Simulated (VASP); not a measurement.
# Rb (P6_3/mmc) in VASP: single point with PBE

Aim: the single point of Rb with PBE.

All numbers are computed with VASP 6.6.1; they aren't measurements. Logs are shortened: lines on timing, memory, paths and dates and some standing lists are left out, and cuts for length are marked.

## 1. The cell of the first run

The structure is hexagonal, space group P6_3/mmc (No. 194). Conventional cell: a = 5.018 Å, b = 5.018 Å, c = 15.945 Å, α = 90.00°, β = 90.00°, γ = 120.00°.

This isn't the form of Rb at room conditions, which is bcc.

## 2. Single point, PBE

The input, INCAR:

```
SYSTEM = Rb
  PREC = Accurate
  ENCUT = 520
  EDIFF = 1E-6
  ISMEAR = -1
  SIGMA = 0.05
  LREAL = .False.
  LASPH = .True.
  NELM = 80
  ALGO = Normal
  ISIF = 2
  LWAVE = .False.
  LCHARG = .False.
  GGA = PE
  NBANDS = 26
```

The input, KPOINTS:

```
Automatic mesh
0
Gamma
  6 6 4
  0 0 0
```

The input, POSCAR:

```
Rb
1.0
    5.0181865701      0.0000000000      0.0000000000
   -2.5090932850      4.3458770506      0.0000000000
    0.0000000000      0.0000000000     15.9453509646
Rb
4
Direct
    0.0000000000      0.0000000000      0.0000000000
    0.0000000000      0.0000000000      0.5000000000
    0.3333333333      0.6666666667      0.2500000000
    0.6666666667      0.3333333333      0.7500000000
```

Potentials or basis: VASP PAW PBE potentials, release 64 (Rb_sv).

On the command line:

```
$ cat potpaw_PBE.64/Rb_sv/POTCAR > POTCAR
$ mpirun -np 1 vasp_std > vasp.out
```

OUTCAR:

```text
SYSTEM = Rb
   PREC = Accurate
   ENCUT = 520
   EDIFF = 1E-6
   ISMEAR = -1
   LREAL = .False.
   LASPH = .True.
   NELM = 80
   ISIF = 2
   GGA = PE

 ion  position               nearest neighbor table
   1  0.000  0.000  0.000-   3 4.93   4 4.93   3 4.93   4 4.93   4 4.93   3 4.93
   2  0.000  0.000  0.500-   3 4.93   4 4.93   3 4.93   4 4.93   4 4.93   3 4.93
   3  0.333  0.667  0.250-   1 4.93   2 4.93   1 4.93   2 4.93   1 4.93   2 4.93
   4  0.667  0.333  0.750-   1 4.93   2 4.93   1 4.93   2 4.93   1 4.93   2 4.93

  LATTYP: Found a hexagonal cell.
 ALAT       =     5.0181865701
 C/A-ratio  =     3.1775125819

  Lattice vectors:

 A1 = (   5.0181865701,   0.0000000000,   0.0000000000)
 A2 = (  -2.5090932850,   4.3458770506,   0.0000000000)
 A3 = (   0.0000000000,   0.0000000000,  15.9453509646)

Analysis of symmetry for initial positions (statically):
=====================================================================
 Subroutine PRICEL returns:
 Original cell was already a primitive cell.

 Routine SETGRP: Setting up the symmetry group for a
 hexagonal supercell.

 Subroutine GETGRP returns: Found 24 space group operations
 (whereof 12 operations were pure point group operations)
 out of a pool of 24 trial point group operations.

The static configuration has the point symmetry D_3d.
 The point group associated with its full space group is D_6h.

Analysis of symmetry for dynamics (positions and initial velocities):
=====================================================================
 Subroutine PRICEL returns:
 Original cell was already a primitive cell.

 Routine SETGRP: Setting up the symmetry group for a
 hexagonal supercell.

 Subroutine GETGRP returns: Found 24 space group operations
 (whereof 12 operations were pure point group operations)
 out of a pool of 24 trial point group operations.

The dynamic configuration has the point symmetry D_3d.
 The point group associated with its full space group is D_6h.

 Subroutine INISYM returns: Found 24 space group operations
 (whereof 12 operations are pure point group operations),
 and found     1 'primitive' translations

----------------------------------------------------------------------------------------

                                     Primitive cell

  volume of cell :     347.7429

  direct lattice vectors                    reciprocal lattice vectors
     5.018186570  0.000000000  0.000000000     0.199275174  0.115051575  0.000000000
    -2.509093285  4.345877051  0.000000000     0.000000000  0.230103150  0.000000000
     0.000000000  0.000000000 15.945350965     0.000000000  0.000000000  0.062714204

  length of vectors
     5.018186570  5.018186570 15.945350965     0.230103150  0.230103150  0.062714204

  position of ions in fractional coordinates (direct lattice)
     0.000000000  0.000000000  0.000000000
     0.000000000  0.000000000  0.500000000
     0.333333333  0.666666667  0.250000000
     0.666666667  0.333333333  0.750000000

  ion indices of the primitive-cell ions
   primitive index   ion index
                 1           1
                 2           2
                 3           3
                 4           4

----------------------------------------------------------------------------------------

 KPOINTS: Automatic mesh

Automatic generation of k-mesh.
 Grid dimensions read from file:
 generate k-points for:    6    6    4

 Generating k-lattice:

  Cartesian coordinates                     Fractional coordinates (reciprocal lattice)
     0.033212529  0.019175263  0.000000000     0.166666667  0.000000000  0.000000000
     0.000000000  0.038350525  0.000000000     0.000000000  0.166666667  0.000000000
     0.000000000  0.000000000  0.015678551     0.000000000  0.000000000  0.250000000

  Length of vectors
     0.038350525  0.038350525  0.015678551

  Shift w.r.t. Gamma in fractional coordinates (k-lattice)
     0.000000000  0.000000000  0.000000000

 Subroutine IBZKPT returns following result:
 ===========================================

 Found     21 irreducible k-points:

 Following reciprocal coordinates:
            Coordinates               Weight
  0.000000  0.000000  0.000000      1.000000
  0.166667  0.000000  0.000000      6.000000
  0.333333  0.000000  0.000000      6.000000
  0.500000  0.000000  0.000000      3.000000
  0.166667  0.166667  0.000000      6.000000
  0.333333  0.166667  0.000000     12.000000
[... 13 lines left out ...]
  0.333333  0.166667  0.500000     12.000000
  0.333333  0.333333  0.500000      2.000000
   k-points           NKPTS =     21   k-points in BZ     NKDIM =     21   number of bands    NBANDS=     26
   number of dos      NEDOS =    301   number of ions     NIONS =      4
   total plane-waves  NPLWV = 192000
   dimension x,y,z NGX =    40 NGY =   40 NGZ =  120
   dimension x,y,z NGXF=    80 NGYF=   80 NGZF=  240
   ions per type =               4
   NGX,Y,Z   is equivalent  to a cutoff of  13.25, 13.25, 12.51 a.u.
   NGXF,Y,Z  is equivalent  to a cutoff of  26.50, 26.50, 25.02 a.u.
 SYSTEM =  Rb
   PREC   = accura    normal or accurate (medium, high low for compatibility)
   ISTART =      0    job   : 0-new  1-cont  2-samecut
   ICHARG =      2    charge: 1-file 2-atom 10-const
   ISPIN  =      1    spin polarized calculation?
   LNONCOLLINEAR =      F non collinear calculations
   LSORBIT =      F    spin-orbit coupling
   LASPH  =      T    aspherical Exc in radial PAW
   ENCUT  =  520.0 eV  38.22 Ry    6.18 a.u.   9.33  9.33 29.65*2*pi/ulx,y,z
   NELM   =     80;   NELMIN=  2; NELMDL= -5     # of ELM steps
   EDIFF  = 0.1E-05   stopping-criterion for ELM
   LREAL  =      F    real-space projection
   EDIFFG = 0.1E-04   stopping-criterion for IOM
   NSW    =      0    number of steps for IOM
   IBRION =     -1    ionic relax: 0-MD 1-quasi-New 2-CG
   NFREE  =      0    steps in history (QN), initial steepest desc. (CG)
   ISIF   =      2    stress and relaxation
   ISYM   =      2    0-nonsym 1-usesym 2-fastsym
   POTIM  = 0.5000    time-step for ionic-motion
   TEBEG  =    0.0;   TEEND  =   0.0 temperature during run
   PSTRESS=    0.0 pullay stress
   NELECT =      36.0000    total number of electrons
   NUPDOWN=      -1.0000    fix difference up-down
   EMIN   =  10.00;   EMAX   =-10.00  energy-range for DOS
   EFERMI =   0.00;   METHOD = LEGACY
   ISMEAR =    -1;   SIGMA  =   0.05  broadening in eV -4-tet -1-fermi 0-gaus
   EFERMI_NEDOS =   21; number of points for ismear=-14 and -15
   IALGO  =     38    algorithm
   IMIX   =      4    mixing-type and parameters
     AMIX     =   0.40;   BMIX     =  1.00
     AMIX_MAG =   1.60;   BMIX_MAG =  1.00
  volume/ion in A,a.u.               =      86.94       586.67
  Fermi-wavevector in a.u.,A,eV,Ry     =   0.768699  1.452630  8.039654  0.590898
  Thomas-Fermi vector in A             =   1.869528
   LORBIT       =      0    0 simple, 1 ext, 2 COOP (PROOUT), +10 PAW based schemes
   GGA     = PE    functional components
   LHFCALC =     F    Hartree Fock is set to
   AEXX    =    0.0000 exact exchange contribution
   IVDW    =     0    specifies the selected vdW correction
   LEPSILON=     F    determine dielectric tensor
   LRPA    =     F    only Hartree local field effects (RPA)
 non-spin polarized calculation
  energy-cutoff  :      520.00
  volume of cell :      347.74
 maximum number of plane-waves:      9420
 NGX is ok and might be reduce to    40
   NGX = 19   NGY = 19   NGZ = 59

 number of electron      36.0000000 magnetization

 Free energy of the ion-electron system (eV)
  ---------------------------------------------------
  ext. energy  EPLUGINS =         0.00000000
  ---------------------------------------------------
  free energy    TOTEN  =        -3.73747097 eV

  energy without entropy =       -3.70691872  energy(sigma->0) =       -3.72219485

 E-fermi :   0.1050     XC(G=0):  -5.5765

 val. band max:        0.0845719847   @ k =   0.3333   0.0000   0.2500
 cond. band min:       0.1474984327   @ k =   0.3333   0.1667   0.2500
 fundamental gap:      0.0629264480
 Fermi energy:         0.1049691438

 k-point     1 :       0.0000    0.0000    0.0000
  band No.  band energies     occupation
      1     -28.7578      2.00000
      2     -28.7556      2.00000
      3     -28.7545      2.00000
      4     -28.7523      2.00000
      5     -12.9126      2.00000
      6     -12.8553      2.00000
[... 18 lines left out ...]
     25       3.4938      0.00000
     26       3.5837      0.00000

 k-point     2 :       0.1667    0.0000    0.0000
  band No.  band energies     occupation
      1     -28.7568      2.00000
      2     -28.7549      2.00000
      3     -28.7538      2.00000
      4     -28.7519      2.00000
      5     -12.9030      2.00000
      6     -12.8606      2.00000
[... 18 lines left out ...]
     25       2.9388      0.00000
     26       2.9723      0.00000

 k-point     3 :       0.3333    0.0000    0.0000
  band No.  band energies     occupation
      1     -28.7546      2.00000
      2     -28.7535      2.00000
      3     -28.7525      2.00000
      4     -28.7513      2.00000
      5     -12.8897      2.00000
      6     -12.8871      2.00000
[... 18 lines left out ...]
     25       2.3625      0.00000
     26       2.4753      0.00000

 k-point     4 :       0.5000    0.0000    0.0000
  band No.  band energies     occupation
      1     -28.7533      2.00000
      2     -28.7528      2.00000
      3     -28.7518      2.00000
      4     -28.7513      2.00000
      5     -12.9048      2.00000
      6     -12.9032      2.00000
[... 18 lines left out ...]
     25       2.0657      0.00000
     26       2.2763      0.00000
[... 409 lines left out ...]
      1     -28.7547      2.00000
      2     -28.7547      2.00000
      3     -28.7520      2.00000
      4     -28.7520      2.00000
      5     -12.8853      2.00000
      6     -12.8853      2.00000
[... 18 lines left out ...]
     25       2.5301      0.00000
     26       2.5301      0.00000

 k-point    20 :       0.3333    0.1667    0.5000
  band No.  band energies     occupation
      1     -28.7531      2.00000
      2     -28.7531      2.00000
      3     -28.7515      2.00000
      4     -28.7515      2.00000
      5     -12.8891      2.00000
      6     -12.8891      2.00000
[... 18 lines left out ...]
     25       2.0663      0.00000
     26       2.0663      0.00000

 k-point    21 :       0.3333    0.3333    0.5000
  band No.  band energies     occupation
      1     -28.7525      2.00000
      2     -28.7525      2.00000
      3     -28.7514      2.00000
      4     -28.7514      2.00000
      5     -12.8823      2.00000
      6     -12.8823      2.00000
[... 18 lines left out ...]
     25       1.8586      0.00000
     26       1.8586      0.00000

------------------------ aborting loop because EDIFF is reached ----------------------------------------

  FORCE on cell =-STRESS in cart. coord.  units (eV):
  Direction    XX          YY          ZZ          XY          YZ          ZX
  --------------------------------------------------------------------------------------
  -------------------------------------------------------------------------------------
  Total        0.3485625      0.3485625      0.3560343      0.0000000      0.0000000      0.0000000
  in kB        1.6059536      1.6059536      1.6403787      0.0000000      0.0000000      0.0000000
  external PRESSURE =       1.6174286 kB  Pullay stress =       0.0000000 kB

 VOLUME and BASIS-vectors are now :
 -----------------------------------------------------------------------------
  energy-cutoff  :      520.00
  volume of cell :      347.74
      direct lattice vectors                 reciprocal lattice vectors
     5.018186570  0.000000000  0.000000000     0.199275174  0.115051575  0.000000000
    -2.509093285  4.345877051  0.000000000     0.000000000  0.230103150  0.000000000
     0.000000000  0.000000000 15.945350965     0.000000000  0.000000000  0.062714204

 POSITION                                       TOTAL-FORCE (eV/Angst)
 -----------------------------------------------------------------------------------
      0.00000      0.00000      0.00000        -0.000000      0.000000      0.000000
      0.00000      0.00000      7.97268         0.000000      0.000000      0.000000
     -0.00000      2.89725      3.98634        -0.000000      0.000000     -0.000000
      2.50909      1.44863     11.95901         0.000000     -0.000000      0.000000
 -----------------------------------------------------------------------------------
    total drift:                                0.000000     -0.000000      0.000000

  FREE ENERGIE OF THE ION-ELECTRON SYSTEM (eV)
  ---------------------------------------------------
  free  energy   TOTEN  =        -3.7374709718 eV

  energy  without entropy=       -3.7069187195  energy(sigma->0) =       -3.72219485
```

Wall time 2.4 min (1 thread of Intel Xeon Platinum 8259CL at 2.50GHz (Skylake/Cascade Lake), shared host); peak memory 0.5 GiB.

Results:

```yaml
Free_energy: -3.7375 eV
Pressure: 0.2 GPa
Band_gap_on_the_k_mesh: zero (bands 18 and 19 overlap by 2.13 eV)
```

Levels at points of the mesh, in eV from the Fermi level:
| k point | band 16 | band 17 | band 18 | band 19 | band 20 | band 21 |
| --- | --- | --- | --- | --- | --- | --- |
| (0.00, 0.00, 0.00) | -12.90 | -2.02 | -1.30 | -1.30 | 0.21 | 0.78 |
| (0.50, 0.00, 0.00) | -12.92 | 0.05 | 0.21 | 0.41 | 0.47 | 0.87 |
| (0.00, 0.00, 0.50) | -12.90 | -1.83 | -1.83 | -0.51 | -0.51 | 1.52 |
| (0.50, 0.00, 0.50) | -12.92 | 0.14 | 0.14 | 0.37 | 0.37 | 1.04 |

The gap in the log of VASP goes by the Fermi energy; the results here count the filled bands.